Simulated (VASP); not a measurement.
# SnO (R-3m) in VASP: single point with HSE06

Aim: the single point of SnO with HSE06.

Everything below comes from runs of VASP 6.6.1. Logs are shortened: lines on timing, memory, paths and dates and some standing lists are left out, and cuts for length are marked.

### 1 The cell of the first run

It takes space group R-3m (No. 166, trigonal). Conventional cell: a = 3.588 Å, b = 3.588 Å, c = 9.077 Å, α = 90.00°, β = 90.00°, γ = 120.00°. Sn (site symmetry -3m) has 6 O at 2.57 Å within 3.4 Å. O (site symmetry -3m) has 6 Sn at 2.57 Å within 3.4 Å.

### 2 Single point, HSE06 (strain along [111] +3.3%)

Contents of POSCAR:

```
SnO
1.0
    0.0556442801      2.5926175369      2.5926175369
    2.5926175369      0.0556442801      2.5926175369
    2.5926175369      2.5926175369      0.0556442801
Sn O
1 1
Direct
    0.0000000000      0.0000000000      0.0000000000
    0.5000000000      0.5000000000      0.5000000000
```

Contents of INCAR.step1:

```
PREC = Accurate ; ENCUT = 520
EDIFF = 1E-5 ; ISMEAR = -1
SIGMA = 0.02 ; LREAL = F
LASPH = T ; NELM = 60
ALGO = Normal ; ISIF = 2
LWAVE = T ; LCHARG = F
GGA = PE ; NBANDS = 17
```

Contents of INCAR.step2:

```
PREC = Accurate ; ENCUT = 520
EDIFF = 1E-7 ; ISMEAR = -1
SIGMA = 0.02 ; LREAL = F
LASPH = T ; NELM = 60
ALGO = Normal ; ISIF = 2
LWAVE = F ; LCHARG = F
GGA = PE ; LHFCALC = T
HFSCREEN = 0.2079 ; PRECFOCK = Normal
ISTART = 1 ; NBANDS = 17
```

Contents of KPOINTS:

```
regular mesh
0
Gamma
  6 6 6
```

Potentials or basis: VASP PAW PBE potentials, release 64 (Sn_d, O).

On the command line:

```sh
$ cat potpaw_PBE.64/Sn_d/POTCAR potpaw_PBE.64/O/POTCAR > POTCAR
$ cp INCAR.step1 INCAR
$ mpirun -np 1 vasp_std > vasp.out
$ cp INCAR.step2 INCAR
$ mpirun -np 1 vasp_std > vasp.out
```

OUTCAR:

```text
PREC = Accurate
   ENCUT = 520
   EDIFF = 1E-7
   ISMEAR = -1
   LREAL = F
   LASPH = T
   NELM = 60
   ISIF = 2
   GGA = PE
   LHFCALC = T
   HFSCREEN = 0.2079
   PRECFOCK = Normal
   ISTART = 1

 ion  position               nearest neighbor table
   1  0.000  0.000  0.000-   2 2.57   2 2.57   2 2.57   2 2.57   2 2.57   2 2.57
   2  0.500  0.500  0.500-   1 2.57   1 2.57   1 2.57   1 2.57   1 2.57   1 2.57

  LATTYP: Found a trigonal (rhomboedric) cell.
 ALAT       =     3.6669370967
 COS(alpha) =     0.5213425110

  Lattice vectors:

 A1 = (   0.0556442801,   2.5926175369,   2.5926175369)
 A2 = (   2.5926175369,   0.0556442801,   2.5926175369)
 A3 = (   2.5926175369,   2.5926175369,   0.0556442801)

Analysis of symmetry for initial positions (statically):
=====================================================================
 Subroutine PRICEL returns:
 Original cell was already a primitive cell.

 Routine SETGRP: Setting up the symmetry group for a
 trigonal (rhombohedral) supercell.

 Subroutine GETGRP returns: Found 12 space group operations
 (whereof 12 operations were pure point group operations)
 out of a pool of 12 trial point group operations.

The static configuration has the point symmetry D_3d.

Analysis of symmetry for dynamics (positions and initial velocities):
=====================================================================
 Subroutine PRICEL returns:
 Original cell was already a primitive cell.

 Routine SETGRP: Setting up the symmetry group for a
 trigonal (rhombohedral) supercell.

 Subroutine GETGRP returns: Found 12 space group operations
 (whereof 12 operations were pure point group operations)
 out of a pool of 12 trial point group operations.

The dynamic configuration has the point symmetry D_3d.

 Subroutine INISYM returns: Found 12 space group operations
 (whereof 12 operations are pure point group operations),
 and found     1 'primitive' translations

----------------------------------------------------------------------------------------

                                     Primitive cell

  volume of cell :      33.7315

  direct lattice vectors                    reciprocal lattice vectors
     0.055644280  2.592617537  2.592617537    -0.199177771  0.194992722  0.194992722
     2.592617537  0.055644280  2.592617537     0.194992722 -0.199177771  0.194992722
     2.592617537  2.592617537  0.055644280     0.194992722  0.194992722 -0.199177771

  length of vectors
     3.666937097  3.666937097  3.666937097     0.340170704  0.340170704  0.340170704

  position of ions in fractional coordinates (direct lattice)
     0.000000000  0.000000000  0.000000000
     0.500000000  0.500000000  0.500000000

  ion indices of the primitive-cell ions
   primitive index   ion index
                 1           1
                 2           2

----------------------------------------------------------------------------------------

 KPOINTS: regular mesh

Automatic generation of k-mesh.
 Grid dimensions read from file:
 generate k-points for:    6    6    6

 Generating k-lattice:

  Cartesian coordinates                     Fractional coordinates (reciprocal lattice)
    -0.033196295  0.032498787  0.032498787     0.166666667  0.000000000  0.000000000
     0.032498787 -0.033196295  0.032498787     0.000000000  0.166666667  0.000000000
     0.032498787  0.032498787 -0.033196295     0.000000000  0.000000000  0.166666667

  Length of vectors
     0.056695117  0.056695117  0.056695117

  Shift w.r.t. Gamma in fractional coordinates (k-lattice)
     0.000000000  0.000000000  0.000000000

 Subroutine IBZKPT returns following result:
 ===========================================

 Found     32 irreducible k-points:

 Following reciprocal coordinates:
            Coordinates               Weight
  0.000000  0.000000  0.000000      1.000000
  0.166667 -0.000000 -0.000000      6.000000
  0.333333 -0.000000 -0.000000      6.000000
  0.500000 -0.000000 -0.000000      3.000000
  0.166667  0.166667 -0.000000      6.000000
  0.333333  0.166667 -0.000000     12.000000
[... 16 lines left out ...]
  0.500000  0.500000  0.166667      6.000000
 -0.333333  0.500000  0.166667     12.000000
 [... further k-points ...]
   k-points           NKPTS =     32   k-points in BZ     NKDIM =    216   number of bands    NBANDS=     17
   number of dos      NEDOS =    301   number of ions     NIONS =      2
   total plane-waves  NPLWV =  21952
   dimension x,y,z NGX =    28 NGY =   28 NGZ =   28
   dimension x,y,z NGXF=    56 NGYF=   56 NGZF=   56
   ions per type =               1   1
   NGX,Y,Z   is equivalent  to a cutoff of  12.69, 12.69, 12.69 a.u.
   NGXF,Y,Z  is equivalent  to a cutoff of  25.39, 25.39, 25.39 a.u.
 SYSTEM =  unknown system
   PREC   = accura    normal or accurate (medium, high low for compatibility)
   ISTART =      1    job   : 0-new  1-cont  2-samecut
   ICHARG =      0    charge: 1-file 2-atom 10-const
   ISPIN  =      1    spin polarized calculation?
   LNONCOLLINEAR =      F non collinear calculations
   LSORBIT =      F    spin-orbit coupling
   LASPH  =      T    aspherical Exc in radial PAW
   ENCUT  =  520.0 eV  38.22 Ry    6.18 a.u.   6.82  6.82  6.82*2*pi/ulx,y,z
   NELM   =     60;   NELMIN=  2; NELMDL=  0     # of ELM steps
   EDIFF  = 0.1E-06   stopping-criterion for ELM
   LREAL  =      F    real-space projection
   EDIFFG = 0.1E-05   stopping-criterion for IOM
   NSW    =      0    number of steps for IOM
   IBRION =     -1    ionic relax: 0-MD 1-quasi-New 2-CG
   NFREE  =      0    steps in history (QN), initial steepest desc. (CG)
   ISIF   =      2    stress and relaxation
   ISYM   =      3    0-nonsym 1-usesym 2-fastsym
   POTIM  = 0.5000    time-step for ionic-motion
   TEBEG  =    0.0;   TEEND  =   0.0 temperature during run
   PSTRESS=    0.0 pullay stress
   NELECT =      20.0000    total number of electrons
   NUPDOWN=      -1.0000    fix difference up-down
   EMIN   =  10.00;   EMAX   =-10.00  energy-range for DOS
   EFERMI =   0.00;   METHOD = LEGACY
   ISMEAR =    -1;   SIGMA  =   0.02  broadening in eV -4-tet -1-fermi 0-gaus
   EFERMI_NEDOS =   21; number of points for ismear=-14 and -15
   IALGO  =     38    algorithm
   IMIX   =      1    mixing-type and parameters
     AMIX     =   0.40;   BMIX     =  1.00
     AMIX_MAG =   1.60;   BMIX_MAG =  1.00
  volume/ion in A,a.u.               =      16.87       113.82
  Fermi-wavevector in a.u.,A,eV,Ry     =   1.375328  2.598992 25.735777  1.891526
  Thomas-Fermi vector in A             =   2.500673
   LORBIT       =      0    0 simple, 1 ext, 2 COOP (PROOUT), +10 PAW based schemes
   GGA     = PE    functional components
   LHFCALC =     T    Hartree Fock is set to
   PRECFOCK=normal    Normal, Fast or Accurate (Low or Medium for compatibility)
   ENCUT4O =  -1.0   cutoff for four orbital integrals eV
   NKREDX  =     1    reduce k-point grid by
   NKREDY  =     1    reduce k-point grid by
   NKREDZ  =     1    reduce k-point grid by
   AEXX    =    0.2500 exact exchange contribution
   HFSCREEN=    0.2079 screening length (either q_TF or 0.3 A-1)
   HFSCREENC=   0.2079 screening length for correlation (either q_TF or 0.3 A-1)
   ENCUTFOCK=  -1.0 apply spherical cutoff to Coloumb kernel
   IVDW    =     0    specifies the selected vdW correction
   LEPSILON=     F    determine dielectric tensor
   LRPA    =     F    only Hartree local field effects (RPA)
 non-spin polarized calculation
  energy-cutoff  :      520.00
  volume of cell :       33.73
 maximum number of plane-waves:       932
  NGX = 24; NGY = 24; NGZ = 24

 number of electron      19.9999992 magnetization

 Free energy of the ion-electron system (eV)
  ---------------------------------------------------
  ext. energy  EPLUGINS =         0.00000000
  ---------------------------------------------------
  free energy    TOTEN  =       -12.76310903 eV

  energy without entropy =      -12.76310903  energy(sigma->0) =      -12.76310903

 E-fermi :   7.3684     XC(G=0):  -8.8007

 val. band max:        6.8676879503   @ k =   0.5000   0.5000   0.5000
 cond. band min:       7.8891660582   @ k =   0.5000   0.5000   0.5000
 fundamental gap:      1.0214781079
 Fermi energy:         7.3684157844

 k-point     1 :       0.0000    0.0000    0.0000
  band No.  band energies     occupation
      1     -16.5686      2.00000
      2     -16.5671      2.00000
      3     -16.5671      2.00000
      4     -16.5125      2.00000
      5     -16.5125      2.00000
      6     -13.5505      2.00000
[... 9 lines left out ...]
     16      18.2227      0.00000
     17      18.3799      0.00000

 k-point     2 :       0.1667   -0.0000   -0.0000
  band No.  band energies     occupation
      1     -16.5677      2.00000
      2     -16.5595      2.00000
      3     -16.5538      2.00000
      4     -16.5173      2.00000
      5     -16.5156      2.00000
      6     -13.4082      2.00000
[... 9 lines left out ...]
     16      19.2700      0.00000
     17      22.1710      0.00000

 k-point     3 :       0.3333   -0.0000   -0.0000
  band No.  band energies     occupation
      1     -16.5728      2.00000
      2     -16.5588      2.00000
      3     -16.5522      2.00000
      4     -16.5015      2.00000
      5     -16.5009      2.00000
      6     -13.1048      2.00000
[... 9 lines left out ...]
     16      21.1017      0.00000
     17      23.3686      0.00000

 k-point     4 :       0.5000   -0.0000   -0.0000
  band No.  band energies     occupation
      1     -16.5788      2.00000
      2     -16.5614      2.00000
      3     -16.5594      2.00000
      4     -16.4873      2.00000
      5     -16.4855      2.00000
      6     -12.9425      2.00000
[... 9 lines left out ...]
     16      22.4244      0.00000
     17      22.4787      0.00000
[... 343 lines left out ...]
      1     -16.6358      2.00000
      2     -16.5718      2.00000
      3     -16.5296      2.00000
      4     -16.5036      2.00000
      5     -16.4951      2.00000
      6     -12.7855      2.00000
[... 9 lines left out ...]
     16      23.6033      0.00000
     17      23.9179      0.00000

 k-point    23 :       0.5000    0.5000    0.1667
  band No.  band energies     occupation
      1     -16.7038      2.00000
      2     -16.5893      2.00000
      3     -16.5024      2.00000
      4     -16.4957      2.00000
      5     -16.4821      2.00000
      6     -12.6154      2.00000
[... 9 lines left out ...]
     16      24.5008      0.00000
     17      24.9992      0.00000

 k-point    24 :      -0.3333    0.5000    0.1667
  band No.  band energies     occupation
      1     -16.7074      2.00000
      2     -16.5766      2.00000
      3     -16.5125      2.00000
      4     -16.4999      2.00000
      5     -16.4789      2.00000
      6     -12.5383      2.00000
[... 9 lines left out ...]
     16      23.1889      0.00000
     17      26.0323      0.00000

 [... further k-points ...]

------------------------ aborting loop because EDIFF is reached ----------------------------------------

  FORCE on cell =-STRESS in cart. coord.  units (eV):
  Direction    XX          YY          ZZ          XY          YZ          ZX
  --------------------------------------------------------------------------------------
  -------------------------------------------------------------------------------------
  Total       -0.7010328     -0.7010328     -0.7010328     -0.1096133     -0.1096133     -0.1096133
  in kB      -33.2976044    -33.2976044    -33.2976044     -5.2064047     -5.2064047     -5.2064047
  external PRESSURE =     -33.2976044 kB  Pullay stress =       0.0000000 kB

 VOLUME and BASIS-vectors are now :
 -----------------------------------------------------------------------------
  energy-cutoff  :      520.00
  volume of cell :       33.73
      direct lattice vectors                 reciprocal lattice vectors
     0.055644280  2.592617537  2.592617537    -0.199177771  0.194992722  0.194992722
     2.592617537  0.055644280  2.592617537     0.194992722 -0.199177771  0.194992722
     2.592617537  2.592617537  0.055644280     0.194992722  0.194992722 -0.199177771

 POSITION                                       TOTAL-FORCE (eV/Angst)
 -----------------------------------------------------------------------------------
      0.00000      0.00000      0.00000         0.000000     -0.000000     -0.000000
      2.62044      2.62044      2.62044        -0.000000      0.000000      0.000000
 -----------------------------------------------------------------------------------
    total drift:                               -0.000001      0.000001     -0.000001

  FREE ENERGIE OF THE ION-ELECTRON SYSTEM (eV)
  ---------------------------------------------------
  free  energy   TOTEN  =       -12.7631090263 eV

  energy  without entropy=      -12.7631090263  energy(sigma->0) =      -12.76310903
```

Run time: 63 min. Hardware: 1 thread of Intel Xeon Platinum 8488C (Sapphire Rapids), shared host; peak memory 0.29 GiB.

Results:

- Free energy: -12.7631 eV
- Pressure: -3.3 GPa
- Band gap on the k mesh: 1.02 eV

Stress tensor (GPa, compression positive):
```
-3.33 -0.52 -0.52
-0.52 -3.33 -0.52
-0.52 -0.52 -3.33
```

Caveat: the cell differs from its parent crystal (strain along [111] +3.3%); the cell stands under tension; the structure was generated, so it needn't be the stable form of SnO; the PAW data sets were made with another functional, which shifts forces and pressure a little; spin-orbit coupling is left out, which moves the levels of the heavy elements. A k mesh can miss the band edges.
